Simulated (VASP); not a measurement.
# TiB (F-43m) in VASP: a series of runs

The runs below take TiB through single point, with LDA.

Program: VASP 6.6.1. These are calculated values, not measurements. Logs are shortened: lines on timing, memory, paths and dates and some standing lists are left out, and cuts for length are marked.

## 1. The cell of the first run

It takes space group F-43m (No. 216, cubic). Conventional cell: a = 4.230 Å, b = 4.230 Å, c = 4.230 Å, α = 90.00°, β = 90.00°, γ = 90.00°. Ti (site symmetry -43m) has 4 B at 1.83 Å within 2.4 Å. B (site symmetry -43m) has 4 Ti at 1.83 Å within 2.4 Å.

## 2. Single point, LDA

File INCAR:

```
SYSTEM = TiB
ALGO = Normal ; EDIFF = 1E-6
ENCUT = 500 ; GGA = CA
GGA_COMPAT = .False. ; ISIF = 2
ISMEAR = 1 ; LASPH = .True.
LCHARG = .True. ; LELF = .True.
LREAL = .False. ; LVHAR = .True.
LWAVE = .False. ; NBANDS = 14
NELM = 120 ; PREC = Accurate
SIGMA = 0.1
```

File KPOINTS:

```
k-points
0
Gamma
  9 9 9
  0 0 0
```

File POSCAR:

```
TiB
1.0
    0.0000000000      2.1149143128      2.1149143128
    2.1149143128      0.0000000000      2.1149143128
    2.1149143128      2.1149143128      0.0000000000
Ti B
1 1
Direct
    0.2500000000      0.2500000000      0.2500000000
    0.0000000000      0.0000000000      0.0000000000
```

Potentials or basis: VASP PAW LDA potentials, release 64 (Ti_sv, B).

The run is started by

```console
$ cat potpaw_LDA.64/Ti_sv/POTCAR potpaw_LDA.64/B/POTCAR > POTCAR
$ mpirun -np 1 vasp_std > vasp.out
```

OUTCAR:

```text
SYSTEM = TiB
   EDIFF = 1E-6
   ENCUT = 500
   GGA = CA
   ISIF = 2
   ISMEAR = 1
   LASPH = .True.
   LREAL = .False.
   NELM = 120
   PREC = Accurate

 ion  position               nearest neighbor table
   1  0.250  0.250  0.250-   2 1.83   2 1.83   2 1.83   2 1.83
   2  0.000  0.000  0.000-   1 1.83   1 1.83   1 1.83   1 1.83

  LATTYP: Found a face centered cubic cell.
 ALAT       =     4.2298286256

  Lattice vectors:

 A1 = (   0.0000000000,   2.1149143128,   2.1149143128)
 A2 = (   2.1149143128,   0.0000000000,   2.1149143128)
 A3 = (   2.1149143128,   2.1149143128,   0.0000000000)

Analysis of symmetry for initial positions (statically):
=====================================================================
 Subroutine PRICEL returns:
 Original cell was already a primitive cell.

 Routine SETGRP: Setting up the symmetry group for a
 face centered cubic supercell.

 Subroutine GETGRP returns: Found 24 space group operations
 (whereof 24 operations were pure point group operations)
 out of a pool of 48 trial point group operations.

The static configuration has the point symmetry T_d .

Analysis of symmetry for dynamics (positions and initial velocities):
=====================================================================
 Subroutine PRICEL returns:
 Original cell was already a primitive cell.

 Routine SETGRP: Setting up the symmetry group for a
 face centered cubic supercell.

 Subroutine GETGRP returns: Found 24 space group operations
 (whereof 24 operations were pure point group operations)
 out of a pool of 48 trial point group operations.

The dynamic configuration has the point symmetry T_d .

 Subroutine INISYM returns: Found 24 space group operations
 (whereof 24 operations are pure point group operations),
 and found     1 'primitive' translations

----------------------------------------------------------------------------------------

                                     Primitive cell

  volume of cell :      18.9194

  direct lattice vectors                    reciprocal lattice vectors
     0.000000000  2.114914313  2.114914313    -0.236416198  0.236416198  0.236416198
     2.114914313  0.000000000  2.114914313     0.236416198 -0.236416198  0.236416198
     2.114914313  2.114914313  0.000000000     0.236416198  0.236416198 -0.236416198

  length of vectors
     2.990940504  2.990940504  2.990940504     0.409484866  0.409484866  0.409484866

  position of ions in fractional coordinates (direct lattice)
     0.250000000  0.250000000  0.250000000
     0.000000000  0.000000000  0.000000000
[... 83 lines left out ...]
   ISIF   =      2    stress and relaxation
   ISYM   =      2    0-nonsym 1-usesym 2-fastsym
   POTIM  = 0.5000    time-step for ionic-motion
   TEBEG  =    0.0;   TEEND  =   0.0 temperature during run
   PSTRESS=    0.0 pullay stress
   NELECT =      15.0000    total number of electrons
   NUPDOWN=      -1.0000    fix difference up-down
   EMIN   =  10.00;   EMAX   =-10.00  energy-range for DOS
   EFERMI =   0.00;   METHOD = LEGACY
   ISMEAR =     1;   SIGMA  =   0.10  broadening in eV -4-tet -1-fermi 0-gaus
   EFERMI_NEDOS =   21; number of points for ismear=-14 and -15
   IALGO  =     38    algorithm
   IMIX   =      4    mixing-type and parameters
     AMIX     =   0.40;   BMIX     =  1.00
     AMIX_MAG =   1.60;   BMIX_MAG =  1.00
  volume/ion in A,a.u.               =       9.46        63.84
  Fermi-wavevector in a.u.,A,eV,Ry     =   1.515197  2.863307 31.236560  2.295822
  Thomas-Fermi vector in A             =   2.624753
   LORBIT       =      0    0 simple, 1 ext, 2 COOP (PROOUT), +10 PAW based schemes
   GGA     = CA    functional components
   LHFCALC =     F    Hartree Fock is set to
   AEXX    =    0.0000 exact exchange contribution
   IVDW    =     0    specifies the selected vdW correction
   LEPSILON=     F    determine dielectric tensor
   LRPA    =     F    only Hartree local field effects (RPA)
 non-spin polarized calculation
 Methfessel and Paxton  Order N= 1 SIGMA  =   0.10
  energy-cutoff  :      500.00
  volume of cell :       18.92
 maximum number of plane-waves:       531
 NGX is ok and might be reduce to    24
   NGX = 11   NGY = 11   NGZ = 11

 number of electron      15.0000001 magnetization

 Free energy of the ion-electron system (eV)
  ---------------------------------------------------
  ext. energy  EPLUGINS =         0.00000000
  ---------------------------------------------------
  free energy    TOTEN  =       -12.24454815 eV

  energy without entropy =      -12.24454784  energy(sigma->0) =      -12.24454805

 E-fermi :   9.0090     XC(G=0): -12.9046

 val. band max:        8.9554109661   @ k =  -0.3333   0.4444   0.1111
 cond. band min:       9.0152460103   @ k =   0.4444   0.3333   0.0000
 fundamental gap:      0.0598350442
 Fermi energy:         9.0089756366

 k-point     1 :       0.0000    0.0000    0.0000
  band No.  band energies     occupation
      1     -45.2895      2.00000
      2     -21.7711      2.00000
      3     -21.7711      2.00000
      4     -21.7711      2.00000
      5       0.1378      2.00000
      6       7.0699      2.00000
      7       7.0699      2.00000
      8       7.0699      2.00000
      9      12.1273      0.00000
     10      12.1273      0.00000
     11      21.1521      0.00000
     12      21.5022      0.00000
     13      21.5022      0.00000
     14      21.5022      0.00000
[... 377 lines left out ...]
      1     -45.1449      2.00000
      2     -22.4330      2.00000
      3     -22.0557      2.00000
      4     -22.0557      2.00000
      5       4.1794      2.00000
      6       4.9363      2.00000
      7       9.9181     -0.00000
      8      10.5478     -0.00000
      9      10.5478     -0.00000
     10      13.4959      0.00000
     11      15.3202      0.00000
     12      15.3202      0.00000
     13      16.6037      0.00000
     14      24.7298      0.00000

 [... further k-points ...]
[... 5 lines left out ...]
  --------------------------------------------------------------------------------------
  -------------------------------------------------------------------------------------
  Total       11.5146851     11.5146851     11.5146851      0.0000000      0.0000000      0.0000000
  in kB      975.1116004    975.1116004    975.1116004      0.0000000      0.0000000      0.0000000
  external PRESSURE =     975.1116004 kB  Pullay stress =       0.0000000 kB

 VOLUME and BASIS-vectors are now :
 -----------------------------------------------------------------------------
  energy-cutoff  :      500.00
  volume of cell :       18.92
      direct lattice vectors                 reciprocal lattice vectors
     0.000000000  2.114914313  2.114914313    -0.236416198  0.236416198  0.236416198
     2.114914313  0.000000000  2.114914313     0.236416198 -0.236416198  0.236416198
     2.114914313  2.114914313  0.000000000     0.236416198  0.236416198 -0.236416198

 POSITION                                       TOTAL-FORCE (eV/Angst)
 -----------------------------------------------------------------------------------
      1.05746      1.05746      1.05746         0.000000      0.000000      0.000000
      0.00000      0.00000      0.00000        -0.000000     -0.000000     -0.000000
 -----------------------------------------------------------------------------------
    total drift:                               -0.000001     -0.000001     -0.000001

  FREE ENERGIE OF THE ION-ELECTRON SYSTEM (eV)
  ---------------------------------------------------
  free  energy   TOTEN  =       -12.2445481496 eV

  energy  without entropy=      -12.2445478450  energy(sigma->0) =      -12.24454805
```

OSZICAR:

```text
N       E                     dE             d eps       ncg     rms          rms(c)
DAV:   1     0.119653686547E+03    0.11965E+03   -0.76478E+03   980   0.126E+03
DAV:   2    -0.588310275002E+01   -0.12554E+03   -0.11885E+03  1022   0.328E+02
DAV:   3    -0.146372496376E+02   -0.87541E+01   -0.84930E+01  1440   0.832E+01
DAV:   4    -0.151504100538E+02   -0.51316E+00   -0.51277E+00  1166   0.149E+01
DAV:   5    -0.151573149012E+02   -0.69048E-02   -0.69048E-02  1260   0.172E+00    0.235E+01
DAV:   6    -0.121478020645E+02    0.30095E+01   -0.65434E+00  1388   0.400E+01    0.537E+00
DAV:   7    -0.121898279662E+02   -0.42026E-01   -0.78665E-01   998   0.101E+01    0.487E+00
DAV:   8    -0.122376941462E+02   -0.47866E-01   -0.11879E-01  1416   0.280E+00    0.108E+00
DAV:   9    -0.122447206635E+02   -0.70265E-02   -0.13551E-02   980   0.113E+00    0.218E-01
DAV:  10    -0.122445971659E+02    0.12350E-03   -0.22993E-03  1216   0.492E-01    0.172E-01
DAV:  11    -0.122445433075E+02    0.53858E-04   -0.45372E-04  1010   0.219E-01    0.898E-02
DAV:  12    -0.122445480260E+02   -0.47185E-05   -0.10493E-04  1226   0.118E-01    0.729E-03
DAV:  13    -0.122445481496E+02   -0.12362E-06   -0.83602E-06  1034   0.233E-02
   1 F= -.12244548E+02 E0= -.12244548E+02  d E =-.304630E-06
```

stdout:

```text
POSCAR found type information on POSCAR TiB
 POSCAR found :  2 types and       2 ions
 scaLAPACK will be used
 LDA part: xc-table for (Slater(with rela. corr.)+CA(PZ))
 , standard interpolation
 POSCAR, INCAR and KPOINTS ok, starting setup
 FFT: planning ... GRIDC
 FFT: planning ... GRID_SOFT
 FFT: planning ... GRID
 WAVECAR not read
 entering main loop
```

Wall time 13 s (1 thread of Intel Xeon 8259CL, shared host); peak memory 0.13 GiB.

Results:

| Property | Result |
| --- | --- |
| Free energy | -12.2445 eV |
| Pressure | 97.5 GPa |

Levels at points of the mesh, in eV from the Fermi level:
| k point | band 6 | band 7 | band 8 | band 9 | band 10 | band 11 |
| --- | --- | --- | --- | --- | --- | --- |
| (0.00, 0.00, 0.00) | -1.94 | -1.94 | -1.94 | 3.12 | 3.12 | 12.14 |

## 3. Single point, LDA

This run uses another cell than the first one, of 9.65 Å³/atom, 1.020 times its volume.

File INCAR:

```
SYSTEM = TiB
PREC = Accurate
ENCUT = 500
EDIFF = 1E-6
ISMEAR = 1
SIGMA = 0.1
LREAL = .False.
LASPH = .True.
NELM = 120
ALGO = Normal
ISIF = 2
LWAVE = .False.
LCHARG = .False.
NBANDS = 14
GGA_COMPAT = .False.
```

File KPOINTS:

```
regular mesh
0
Gamma
  9 9 9
  0 0 0
```

File POSCAR:

```
TiB
1.0
    0.0000000000      2.1286479074      2.1286479074
    2.1286479074      0.0000000000      2.1286479074
    2.1286479074      2.1286479074      0.0000000000
Ti B
1 1
Direct
    0.2500000000      0.2500000000      0.2500000000
    0.0000000000      0.0000000000      0.0000000000
```

Potentials or basis: VASP PAW LDA potentials, release 64 (Ti_sv, B).

The run is started by

```console
$ cat potpaw_LDA.64/Ti_sv/POTCAR potpaw_LDA.64/B/POTCAR > POTCAR
$ mpirun -np 1 vasp_std > vasp.out
```

Run time: 12 s. Hardware: 1 thread of Intel Xeon 8259CL, shared host; peak memory 0.13 GiB.

The run converged. Its results:

* Free energy: -12.4618 eV
* Pressure: 90.0 GPa

Levels at points of the mesh, in eV from the Fermi level:
| k point | band 6 | band 7 | band 8 | band 9 | band 10 | band 11 |
| --- | --- | --- | --- | --- | --- | --- |
| (0.00, 0.00, 0.00) | -1.88 | -1.88 | -1.88 | 3.08 | 3.08 | 11.96 |

## 4. Single point, LDA

This run uses another cell than the first one, of 9.83 Å³/atom, 1.039 times its volume.

File INCAR:

```
PREC = Accurate ; ENCUT = 500
EDIFF = 1E-6 ; ISMEAR = 1
SIGMA = 0.1 ; LREAL = F
LASPH = T ; NELM = 120
ALGO = Normal ; ISIF = 2
LWAVE = F ; LCHARG = F
NBANDS = 14 ; GGA_COMPAT = F
```

File KPOINTS:

```
Automatic mesh
0
Gamma
  9 9 9
```

File POSCAR:

```
TiB
1.0
    0.0000000000      2.1422065399      2.1422065399
    2.1422065399      0.0000000000      2.1422065399
    2.1422065399      2.1422065399      0.0000000000
Ti B
1 1
Direct
    0.2500000000      0.2500000000      0.2500000000
    0.0000000000      0.0000000000      0.0000000000
```

The run is started by

```console
$ cat potpaw_LDA.64/Ti_sv/POTCAR potpaw_LDA.64/B/POTCAR > POTCAR
$ mpirun -np 1 vasp_std > vasp.out
```

Run time: 14 s. Hardware: 1 thread of Intel Xeon 8259CL, shared host; peak memory 0.13 GiB.

Results (log left out):

| Item | Value |
| --- | --- |
| Free energy | -12.6622 eV |
| Pressure | 83.0 GPa |

Levels at points of the mesh, in eV from the Fermi level:
| k point | band 5 | band 6 | band 7 | band 8 | band 9 | band 10 | band 11 | band 12 |
| --- | --- | --- | --- | --- | --- | --- | --- | --- |
| (0.00, 0.00, 0.00) | -8.79 | -1.83 | -1.83 | -1.83 | 3.04 | 3.04 | 11.79 | 12.14 |

## 5. Summary

| cell | gap on the mesh (eV) | pressure (GPa) |
| --- | --- | --- |
| a = 2.991 Å, angles 60.0°, 2 atoms | none | 97.5 |
| a = 3.010 Å, angles 60.0°, 2 atoms | none | 90.0 |
| a = 3.030 Å, angles 60.0°, 2 atoms | none | 83.0 |

Alike in all rows: task single point; level LDA; potentials or basis VASP PAW LDA potentials, release 64 (Ti_sv, B); no spin polarisation; k mesh 9 × 9 × 9; cutoff (eV) 500; smearing methfessel-paxton 0.1 eV.

Absolute energies hang on the potentials; compare differences alone.
